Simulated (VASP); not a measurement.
# B (R-3m) in VASP: single point with PBE

Aim: the single point of B with PBE.

Program: VASP 6.6.1. These are calculated values, not measurements. Logs are shortened: lines on timing, memory, paths and dates and some standing lists are left out, and cuts for length are marked.

**1. The cell of the first run**

The structure is trigonal, space group R-3m (No. 166). The conventional cell has a = 4.918 Å, b = 4.918 Å, c = 12.581 Å, α = 90.00°, β = 90.00°, γ = 120.00°. Within 2.2 Å of B (site symmetry m) lie 6 B at 1.68 to 1.80 Å. Within 2.4 Å of B (site symmetry m) lie 7 B at 1.78 to 2.02 Å.

**2. Single point, PBE**

File INCAR:

```
SYSTEM = B
PREC = Accurate ; ENCUT = 520
EDIFF = 1E-6 ; ISMEAR = -1
SIGMA = 0.05 ; LREAL = .FALSE.
LASPH = .TRUE. ; NELM = 100
ALGO = Normal ; ISIF = 2
LWAVE = .FALSE. ; LCHARG = .TRUE.
GGA = PE ; LELF = .TRUE.
LVHAR = .TRUE. ; NBANDS = 30
```

File KPOINTS:

```
Automatic mesh
0
G
  7 7 7
  0 0 0
```

File POSCAR:

```
B
1.0
    2.4589507939      1.4196759028      4.1935000000
   -2.4589507939      1.4196759028      4.1935000000
    0.0000000000     -2.8393518055      4.1935000000
B
12
Direct
    0.0100635734      0.6543546593      0.0100635734
    0.0100635734      0.0100635734      0.6543546593
    0.6543546593      0.0100635734      0.0100635734
    0.9899364266      0.3456453407      0.9899364266
    0.3456453407      0.9899364266      0.9899364266
    0.9899364266      0.9899364266      0.3456453407
    0.2206205359      0.6312326172      0.2206205359
    0.2206205359      0.2206205359      0.6312326172
    0.6312326172      0.2206205359      0.2206205359
    0.7793794641      0.3687673828      0.7793794641
    0.3687673828      0.7793794641      0.7793794641
    0.7793794641      0.7793794641      0.3687673828
```

Potentials or basis: VASP PAW PBE potentials, release 64 (B).

The run is started by

```bash
cat potpaw_PBE.64/B/POTCAR > POTCAR
mpirun -np 1 vasp_std > vasp.out
```

OUTCAR:

```text
SYSTEM = B
   PREC = Accurate
   ENCUT = 520
   EDIFF = 1E-6
   ISMEAR = -1
   LREAL = .FALSE.
   LASPH = .TRUE.
   NELM = 100
   ISIF = 2
   GGA = PE

 ion  position               nearest neighbor table
   1  0.010  0.654  0.010-   4 1.68   2 1.75   3 1.75   7 1.80  12 1.80  11 1.80
   2  0.010  0.010  0.654-   6 1.68   3 1.75   1 1.75   8 1.80  10 1.80  11 1.80
   3  0.654  0.010  0.010-   5 1.68   2 1.75   1 1.75   9 1.80  12 1.80  10 1.80
   4  0.990  0.346  0.990-   1 1.68   6 1.75   5 1.75  10 1.80   8 1.80   9 1.80
   5  0.346  0.990  0.990-   3 1.68   6 1.75   4 1.75  11 1.80   8 1.80   7 1.80
   6  0.990  0.990  0.346-   2 1.68   4 1.75   5 1.75  12 1.80   9 1.80   7 1.80
   7  0.221  0.631  0.221-  11 1.78  12 1.78   1 1.80   5 1.80   6 1.80   8 2.02   9 2.02
   8  0.221  0.221  0.631-  10 1.78  11 1.78   2 1.80   4 1.80   5 1.80   7 2.02   9 2.02
   9  0.631  0.221  0.221-  10 1.78  12 1.78   3 1.80   4 1.80   6 1.80   8 2.02   7 2.02
  10  0.779  0.369  0.779-   9 1.78   8 1.78   4 1.80   3 1.80   2 1.80  12 2.02  11 2.02
  11  0.369  0.779  0.779-   7 1.78   8 1.78   5 1.80   1 1.80   2 1.80  12 2.02  10 2.02
  12  0.779  0.779  0.369-   7 1.78   9 1.78   6 1.80   3 1.80   1 1.80  10 2.02  11 2.02

  LATTYP: Found a trigonal (rhomboedric) cell.
 ALAT       =     5.0643223560
 COS(alpha) =     0.5284942553

  Lattice vectors:

 A1 = (   2.4589507939,   1.4196759028,   4.1935000000)
 A2 = (  -2.4589507939,   1.4196759028,   4.1935000000)
 A3 = (   0.0000000000,  -2.8393518055,   4.1935000000)

Analysis of symmetry for initial positions (statically):
=====================================================================
 Subroutine PRICEL returns:
 Original cell was already a primitive cell.

 Routine SETGRP: Setting up the symmetry group for a
 trigonal (rhombohedral) supercell.

 Subroutine GETGRP returns: Found 12 space group operations
 (whereof 12 operations were pure point group operations)
 out of a pool of 12 trial point group operations.

The static configuration has the point symmetry D_3d.

Analysis of symmetry for dynamics (positions and initial velocities):
=====================================================================
 Subroutine PRICEL returns:
 Original cell was already a primitive cell.

 Routine SETGRP: Setting up the symmetry group for a
 trigonal (rhombohedral) supercell.

 Subroutine GETGRP returns: Found 12 space group operations
 (whereof 12 operations were pure point group operations)
 out of a pool of 12 trial point group operations.

The dynamic configuration has the point symmetry D_3d.

 Subroutine INISYM returns: Found 12 space group operations
 (whereof 12 operations are pure point group operations),
 and found     1 'primitive' translations

----------------------------------------------------------------------------------------

                                     Primitive cell

  volume of cell :      87.8349

  direct lattice vectors                    reciprocal lattice vectors
     2.458950794  1.419675903  4.193500000     0.203338758  0.117397687  0.079488097
    -2.458950794  1.419675903  4.193500000    -0.203338758  0.117397687  0.079488097
     0.000000000 -2.839351806  4.193500000     0.000000000 -0.234795373  0.079488097

  length of vectors
     5.064322356  5.064322356  5.064322356     0.247885507  0.247885507  0.247885507

  position of ions in fractional coordinates (direct lattice)
     0.010063573  0.654354659  0.010063573
     0.010063573  0.010063573  0.654354659
     0.654354659  0.010063573  0.010063573
     0.989936427  0.345645341  0.989936427
     0.345645341  0.989936427  0.989936427
     0.989936427  0.989936427  0.345645341
     0.220620536  0.631232617  0.220620536
     0.220620536  0.220620536  0.631232617
     0.631232617  0.220620536  0.220620536
     0.779379464  0.368767383  0.779379464
     0.368767383  0.779379464  0.779379464
     0.779379464  0.779379464  0.368767383

  ion indices of the primitive-cell ions
   primitive index   ion index
                 1           1
                 2           2
                 3           3
                 4           4
                 5           5
                 6           6
                 7           7
                 8           8
                 9           9
                10          10
                11          11
                12          12

----------------------------------------------------------------------------------------

 KPOINTS: Automatic mesh

Automatic generation of k-mesh.
 Grid dimensions read from file:
 generate k-points for:    7    7    7

 Generating k-lattice:

  Cartesian coordinates                     Fractional coordinates (reciprocal lattice)
     0.029048394  0.016771098  0.011355442     0.142857143  0.000000000  0.000000000
    -0.029048394  0.016771098  0.011355442     0.000000000  0.142857143  0.000000000
     0.000000000 -0.033542196  0.011355442     0.000000000  0.000000000  0.142857143

  Length of vectors
     0.035412215  0.035412215  0.035412215

  Shift w.r.t. Gamma in fractional coordinates (k-lattice)
     0.000000000  0.000000000  0.000000000

 Subroutine IBZKPT returns following result:
 ===========================================

 Found     44 irreducible k-points:

 Following reciprocal coordinates:
            Coordinates               Weight
  0.000000  0.000000  0.000000      1.000000
  0.142857 -0.000000  0.000000      6.000000
  0.285714  0.000000 -0.000000      6.000000
  0.428571  0.000000 -0.000000      6.000000
  0.142857  0.142857  0.000000      6.000000
  0.285714  0.142857 -0.000000     12.000000
[... 16 lines left out ...]
  0.285714  0.285714  0.142857      6.000000
  0.428571  0.285714  0.142857     12.000000
 [... further k-points ...]
   k-points           NKPTS =     44   k-points in BZ     NKDIM =     44   number of bands    NBANDS=     30
   number of dos      NEDOS =    301   number of ions     NIONS =     12
   total plane-waves  NPLWV =  64000
   dimension x,y,z NGX =    40 NGY =   40 NGZ =   40
   dimension x,y,z NGXF=    80 NGYF=   80 NGZF=   80
   ions per type =              12
   NGX,Y,Z   is equivalent  to a cutoff of  13.13, 13.13, 13.13 a.u.
   NGXF,Y,Z  is equivalent  to a cutoff of  26.26, 26.26, 26.26 a.u.
 SYSTEM =  B
   PREC   = accura    normal or accurate (medium, high low for compatibility)
   ISTART =      0    job   : 0-new  1-cont  2-samecut
   ICHARG =      2    charge: 1-file 2-atom 10-const
   ISPIN  =      1    spin polarized calculation?
   LNONCOLLINEAR =      F non collinear calculations
   LSORBIT =      F    spin-orbit coupling
   LASPH  =      T    aspherical Exc in radial PAW
   ENCUT  =  520.0 eV  38.22 Ry    6.18 a.u.   9.42  9.42  9.42*2*pi/ulx,y,z
   NELM   =    100;   NELMIN=  2; NELMDL= -5     # of ELM steps
   EDIFF  = 0.1E-05   stopping-criterion for ELM
   LREAL  =      F    real-space projection
   EDIFFG = 0.1E-04   stopping-criterion for IOM
   NSW    =      0    number of steps for IOM
   IBRION =     -1    ionic relax: 0-MD 1-quasi-New 2-CG
   NFREE  =      0    steps in history (QN), initial steepest desc. (CG)
   ISIF   =      2    stress and relaxation
   ISYM   =      2    0-nonsym 1-usesym 2-fastsym
   POTIM  = 0.5000    time-step for ionic-motion
   TEBEG  =    0.0;   TEEND  =   0.0 temperature during run
   PSTRESS=    0.0 pullay stress
   NELECT =      36.0000    total number of electrons
   NUPDOWN=      -1.0000    fix difference up-down
   EMIN   =  10.00;   EMAX   =-10.00  energy-range for DOS
   EFERMI =   0.00;   METHOD = LEGACY
   ISMEAR =    -1;   SIGMA  =   0.05  broadening in eV -4-tet -1-fermi 0-gaus
   EFERMI_NEDOS =   21; number of points for ismear=-14 and -15
   IALGO  =     38    algorithm
   IMIX   =      4    mixing-type and parameters
     AMIX     =   0.40;   BMIX     =  1.00
     AMIX_MAG =   1.60;   BMIX_MAG =  1.00
  volume/ion in A,a.u.               =       7.32        49.39
  Fermi-wavevector in a.u.,A,eV,Ry     =   1.216055  2.298011 20.120168  1.478791
  Thomas-Fermi vector in A             =   2.351422
   LORBIT       =      0    0 simple, 1 ext, 2 COOP (PROOUT), +10 PAW based schemes
   GGA     = PE    functional components
   LHFCALC =     F    Hartree Fock is set to
   AEXX    =    0.0000 exact exchange contribution
   IVDW    =     0    specifies the selected vdW correction
   LEPSILON=     F    determine dielectric tensor
   LRPA    =     F    only Hartree local field effects (RPA)
 non-spin polarized calculation
  energy-cutoff  :      520.00
  volume of cell :       87.83
 maximum number of plane-waves:      2390
 NGX is ok and might be reduce to    40
   NGX = 19   NGY = 19   NGZ = 19

 number of electron      36.0000000 magnetization

 Free energy of the ion-electron system (eV)
  ---------------------------------------------------
  ext. energy  EPLUGINS =         0.00000000
  ---------------------------------------------------
  free energy    TOTEN  =       -80.45288990 eV

  energy without entropy =      -80.45288989  energy(sigma->0) =      -80.45288990

 E-fermi :   6.4610     XC(G=0): -11.5105

 val. band max:        5.7526388244   @ k =   0.4286   0.4286   0.4286
 cond. band min:       7.2496051648   @ k =  -0.2857   0.2857   0.2857
 fundamental gap:      1.4969663404
 Fermi energy:         6.4609682844

 k-point     1 :       0.0000    0.0000    0.0000
  band No.  band energies     occupation
      1     -10.2868      2.00000
      2      -4.5954      2.00000
      3      -4.3519      2.00000
      4      -4.3519      2.00000
      5      -3.2289      2.00000
      6      -2.6060      2.00000
[... 22 lines left out ...]
     29      15.3853      0.00000
     30      15.9522      0.00000

 k-point     2 :       0.1429   -0.0000    0.0000
  band No.  band energies     occupation
      1     -10.1736      2.00000
      2      -5.2567      2.00000
      3      -4.6585      2.00000
      4      -4.5349      2.00000
      5      -3.0220      2.00000
      6      -2.4950      2.00000
[... 718 lines left out ...]
 k-point    24 :       0.4286    0.2857    0.1429
  band No.  band energies     occupation
      1      -9.7074      2.00000
      2      -6.2179      2.00000
      3      -5.7294      2.00000
      4      -5.1796      2.00000
      5      -2.9169      2.00000
      6      -2.5253      2.00000
[... 22 lines left out ...]
     29      14.9389      0.00000
     30      15.3630      0.00000

 [... further k-points ...]
[... 5 lines left out ...]
  --------------------------------------------------------------------------------------
  -------------------------------------------------------------------------------------
  Total       -1.1983882     -1.1983882     -1.0470760      0.0000000     -0.0000000      0.0000000
  in kB      -21.8595471    -21.8595471    -19.0994933      0.0000000     -0.0000000      0.0000000
  external PRESSURE =     -20.9395292 kB  Pullay stress =       0.0000000 kB

 VOLUME and BASIS-vectors are now :
 -----------------------------------------------------------------------------
  energy-cutoff  :      520.00
  volume of cell :       87.83
      direct lattice vectors                 reciprocal lattice vectors
     2.458950794  1.419675903  4.193500000     0.203338758  0.117397687  0.079488097
    -2.458950794  1.419675903  4.193500000    -0.203338758  0.117397687  0.079488097
     0.000000000 -2.839351806  4.193500000     0.000000000 -0.234795373  0.079488097

 POSITION                                       TOTAL-FORCE (eV/Angst)
 -----------------------------------------------------------------------------------
     -1.58428      0.91468      2.82844         0.009772     -0.005642     -0.005092
      0.00000     -1.82937      2.82844         0.000000      0.011284     -0.005092
      1.58428      0.91468      2.82844        -0.009772     -0.005642     -0.005092
      1.58428     -0.91468      9.75206        -0.009772      0.005642      0.005092
     -1.58428     -0.91468      9.75206         0.009772      0.005642      0.005092
      0.00000      1.82937      9.75206         0.000000     -0.011284      0.005092
     -1.00967      0.58294      4.49742         0.009542     -0.005509      0.003471
      0.00000     -1.16587      4.49742         0.000000      0.011018      0.003471
      1.00967      0.58294      4.49742        -0.009542     -0.005509      0.003471
      1.00967     -0.58294      8.08308        -0.009542      0.005509     -0.003471
     -1.00967     -0.58294      8.08308         0.009542      0.005509     -0.003471
      0.00000      1.16587      8.08308         0.000000     -0.011018     -0.003471
 -----------------------------------------------------------------------------------
    total drift:                               -0.000000     -0.000000      0.000000

  FREE ENERGIE OF THE ION-ELECTRON SYSTEM (eV)
  ---------------------------------------------------
  free  energy   TOTEN  =       -80.4528899048 eV

  energy  without entropy=      -80.4528898902  energy(sigma->0) =      -80.45288990
```

Run time: 94 s. Hardware: 1 thread of Intel Xeon Platinum 8375C at 2.90GHz (Ice Lake), shared host; peak memory 0.26 GiB.

What came out:

```yaml
Free_energy: -80.4529 eV
Pressure: -2.1 GPa
Largest_force: 0.012 eV/Å
Band_gap_on_the_k_mesh: 1.50 eV, indirect (least direct gap 1.91 eV)
```

Forces on the atoms (eV/Å):
```
B    0.010 -0.006 -0.005
B    0.000  0.011 -0.005
B   -0.010 -0.006 -0.005
B   -0.010  0.006  0.005
B    0.010  0.006  0.005
B    0.000 -0.011  0.005
B    0.010 -0.006  0.003
B    0.000  0.011  0.003
B   -0.010 -0.006  0.003
B   -0.010  0.006 -0.003
B    0.010  0.006 -0.003
B    0.000 -0.011 -0.003
```

Levels at points of the mesh, in eV from the valence-band top:
| k point | band 14 | band 15 | band 16 | band 17 | band 18 | band 19 | band 20 | band 21 | band 22 | band 23 |
| --- | --- | --- | --- | --- | --- | --- | --- | --- | --- | --- |
| (0.00, 0.00, 0.00) | -4.33 | -1.29 | -0.78 | -0.78 | -0.33 | 1.58 | 4.54 | 4.54 | 4.76 | 4.76 |
